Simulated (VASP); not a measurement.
# Al in VASP: further runs, part 2 of 2

VASP 6.6.1.

## (3) Single point, r2SCAN

Contents of POSCAR:

```
Al
1.0
    8.5913470000      0.0000000000      0.0000000000
    0.0000000000      8.5913470000      0.0000000000
    0.0000000000      0.0000000000     15.0500000000
Al
28
Direct
    0.0000000000      0.0000000000      0.0664451827
    0.3333332945      0.0000000000      0.0664451827
    0.6666667055      0.0000000000      0.0664451827
    0.0000000000      0.3333332945      0.0664451827
    0.3333332945      0.3333332945      0.0664451827
    0.6666667055      0.3333332945      0.0664451827
    0.0000000000      0.6666667055      0.0664451827
    0.3333332945      0.6666667055      0.0664451827
    0.6666667055      0.6666667055      0.0664451827
    0.1667551084      0.1667586003      0.2157023256
    0.5036672363      0.1666747950      0.2031298339
    0.8297904857      0.1666739802      0.2030967442
    0.1666744458      0.5036692151      0.2031304319
    0.5020014906      0.5020012578      0.1987101661
    0.8313143445      0.5020055644      0.1987303654
    0.1666737474      0.8297918825      0.2030961462
    0.5020056808      0.8313145773      0.1987306977
    0.8313458879      0.8313456551      0.1987444518
   -0.0167609340     -0.0167603520      0.3398568771
    0.3503158469     -0.0168789597      0.3399090365
    0.6667559813     -0.0049874601      0.3370362126
   -0.0168847795      0.3503228306      0.3399120930
    0.3504861345      0.3504886952      0.3400097674
    0.6667604044      0.3379443293      0.3370974751
   -0.0049825714      0.6667587748      0.3370370764
    0.3379502655      0.6667638963      0.3370966113
    0.6665988465      0.6665967514      0.3377150831
    0.1670117620      0.1670209572      0.4314105648
```

Contents of INCAR.step1:

```
SYSTEM = Al
  ALGO = Normal
  EDIFF = 1E-4
  ENCUT = 520
  GGA = PE
  ISMEAR = 0
  LASPH = .TRUE.
  LCHARG = .FALSE.
  LREAL = Auto
  LWAVE = .TRUE.
  NBANDS = 62
  NELM = 60
  PREC = Accurate
  SIGMA = 0.1
```

Contents of INCAR.step2:

```
SYSTEM = Al
  ALGO = Normal
  EDIFF = 1E-7
  ENCUT = 520
  ISIF = 2
  ISMEAR = 0
  ISTART = 1
  LASPH = .TRUE.
  LCHARG = .TRUE.
  LELF = .TRUE.
  LMIXTAU = .TRUE.
  LREAL = Auto
  LVHAR = .TRUE.
  LWAVE = .FALSE.
  METAGGA = R2SCAN
  NBANDS = 62
  NELM = 60
  PREC = Accurate
  SIGMA = 0.1
```

Contents of KPOINTS:

```
k-points
0
G
  3 3 1
  0 0 0
```

Potentials or basis: VASP PAW PBE potentials, release 64 (Al).

Launch:

```console
$ cat potpaw_PBE.64/Al/POTCAR > POTCAR
$ cp INCAR.step1 INCAR
$ mpirun -np 1 vasp_std > vasp.out
$ cp INCAR.step2 INCAR
$ mpirun -np 1 vasp_std > vasp.out
```

OUTCAR:

```text
SYSTEM = Al
   EDIFF = 1E-7
   ENCUT = 520
   ISIF = 2
   ISMEAR = 0
   ISTART = 1
   LASPH = .TRUE.
   LREAL = Auto
   METAGGA = R2SCAN
   NELM = 60
   PREC = Accurate

 ion  position               nearest neighbor table
   1  0.000  0.000  0.066-  18 2.86   3 2.86   4 2.86   7 2.86   2 2.86  16 2.90  12 2.90  10 3.03

   2  0.333  0.000  0.066-  17 2.86   5 2.86   8 2.86   1 2.86   3 2.86  16 2.90  11 2.90  10 3.02

   3  0.667  0.000  0.066-  17 2.84  18 2.84   9 2.86   1 2.86   6 2.86   2 2.86  11 2.87  12 2.87
[... 11 lines left out ...]
   9  0.667  0.667  0.066-  14 2.82  15 2.82  17 2.82  18 2.82   3 2.86   7 2.86   6 2.86   8 2.86

[... 496 lines left out ...]
  in kB      -29.8689300    -29.8689300     -0.9558966      0.0091662     -0.0315426     -0.0315425
  external PRESSURE =     -20.2312522 kB  Pullay stress =       0.0000000 kB

 VOLUME and BASIS-vectors are now :
 -----------------------------------------------------------------------------
  energy-cutoff  :      520.00
  volume of cell :     1110.86
      direct lattice vectors                 reciprocal lattice vectors
     8.591347000  0.000000000  0.000000000     0.116396183  0.000000000  0.000000000
     0.000000000  8.591347000  0.000000000     0.000000000  0.116396183  0.000000000
     0.000000000  0.000000000 15.050000000     0.000000000  0.000000000  0.066445183

 POSITION                                       TOTAL-FORCE (eV/Angst)
 -----------------------------------------------------------------------------------
      0.00000      0.00000      1.00000        -0.009025     -0.009025      0.185198
      2.86378      0.00000      1.00000         0.008515     -0.008357      0.183323
      5.72757      0.00000      1.00000        -0.001399     -0.002682     -0.071505
      0.00000      2.86378      1.00000        -0.008357      0.008515      0.183323
      2.86378      2.86378      1.00000         0.001788      0.001788      0.181525
      5.72757      2.86378      1.00000         0.004583     -0.003674     -0.074075
[... 20 lines left out ...]
      5.72698      5.72696      5.08261         0.001499      0.001499     -0.005467
      1.43486      1.43493      6.49273        -0.005881     -0.005881     -0.039811
 -----------------------------------------------------------------------------------
    total drift:                                0.018141      0.023052      0.003301

  FREE ENERGIE OF THE ION-ELECTRON SYSTEM (eV)
  ---------------------------------------------------
  free  energy   TOTEN  =      -177.3652883620 eV

  energy  without entropy=     -177.2840664014  energy(sigma->0) =     -177.32467738
```

OUTCAR.step1:

```text
SYSTEM = Al
   EDIFF = 1E-4
   ENCUT = 520
   GGA = PE
   ISMEAR = 0
   LASPH = .TRUE.
   LREAL = Auto
[... 537 lines left out ...]
      5.72757      2.86378      1.00000         0.004384     -0.002622     -0.221357
[... 20 lines left out ...]
      5.72698      5.72696      5.08261         0.001061      0.001061      0.161341
      1.43486      1.43493      6.49273        -0.005179     -0.005179      0.158423
 -----------------------------------------------------------------------------------
    total drift:                                0.013786      0.017813      0.001207

  FREE ENERGIE OF THE ION-ELECTRON SYSTEM (eV)
  ---------------------------------------------------
  free  energy   TOTEN  =       -95.1940967649 eV

  energy  without entropy=      -95.1078607544  energy(sigma->0) =      -95.15097876
```

OSZICAR.step1:

```text
N       E                     dE             d eps       ncg     rms          rms(c)
DAV:   1     0.241227577925E+03    0.24123E+03   -0.25640E+04   496   0.980E+02
DAV:   2    -0.782208239143E+02   -0.31945E+03   -0.30269E+03   620   0.155E+02
DAV:   3    -0.987290367361E+02   -0.20508E+02   -0.19555E+02   648   0.359E+01
DAV:   4    -0.997046958677E+02   -0.97566E+00   -0.96774E+00   792   0.884E+00
DAV:   5    -0.997361632990E+02   -0.31467E-01   -0.31427E-01   754   0.163E+00    0.770E+00
DAV:   6    -0.958425960991E+02    0.38936E+01   -0.15830E+01   608   0.687E+00    0.405E+00
DAV:   7    -0.954406738157E+02    0.40192E+00   -0.98110E-01   600   0.273E+00    0.210E+00
DAV:   8    -0.952434685080E+02    0.19721E+00   -0.49294E-01   578   0.152E+00    0.755E-01
DAV:   9    -0.952095853902E+02    0.33883E-01   -0.53448E-02   690   0.604E-01    0.389E-01
DAV:  10    -0.951913819979E+02    0.18203E-01   -0.85502E-03   586   0.263E-01    0.180E-01
DAV:  11    -0.951817554979E+02    0.96265E-02   -0.90765E-03   544   0.196E-01    0.120E-01
DAV:  12    -0.951837398473E+02   -0.19843E-02   -0.41603E-03   592   0.135E-01    0.746E-02
DAV:  13    -0.951886295386E+02   -0.48897E-02   -0.36373E-03   520   0.138E-01    0.551E-02
DAV:  14    -0.951920069768E+02   -0.33774E-02   -0.55709E-04   498   0.803E-02    0.206E-02
DAV:  15    -0.951933988395E+02   -0.13919E-02   -0.14886E-04   422   0.490E-02    0.146E-02
DAV:  16    -0.951940042082E+02   -0.60537E-03   -0.59349E-05   382   0.276E-02    0.734E-03
DAV:  17    -0.951940967649E+02   -0.92557E-04   -0.15371E-05   372   0.143E-02
   1 F= -.95194097E+02 E0= -.95150979E+02  d E =-.862360E-01
```

Wall time 16 min (1 thread of Intel Xeon 6975P-C (Granite Rapids), shared host); peak memory 1.1 GiB.

What came out:

```yaml
Free_energy: -177.3653 eV
Largest_force: 0.246 eV/Å
Band_gap_on_the_k_mesh: zero (bands 42 and 43 overlap by 0.22 eV)
```

Forces in eV/Å, atoms in the order of the input:
```
Al  -0.009 -0.009  0.185
Al   0.009 -0.008  0.183
Al  -0.001 -0.003 -0.072
Al  -0.008  0.009  0.183
Al   0.002  0.002  0.182
Al   0.005 -0.004 -0.074
Al  -0.003 -0.001 -0.072
Al  -0.004  0.005 -0.074
Al   0.005  0.005 -0.246
Al   0.003  0.003 -0.013
Al   0.003  0.002 -0.011
Al  -0.006  0.002 -0.010
Al   0.002  0.003 -0.011
Al  -0.003 -0.003 -0.009
Al   0.000 -0.004 -0.012
Al   0.002 -0.006 -0.010
Al  -0.004  0.000 -0.012
Al   0.000  0.000 -0.016
Al   0.003  0.003 -0.002
Al  -0.003  0.001 -0.007
Al   0.002 -0.006 -0.002
Al   0.001 -0.003 -0.007
Al   0.001  0.001 -0.015
Al   0.003  0.012 -0.006
Al  -0.006  0.002 -0.002
Al   0.012  0.003 -0.006
Al   0.001  0.001 -0.005
Al  -0.006 -0.006 -0.040
```

Caveat: there is no dipole correction, which matters where the two faces differ; the PAW data sets were made with another functional, which shifts forces and pressure a little.
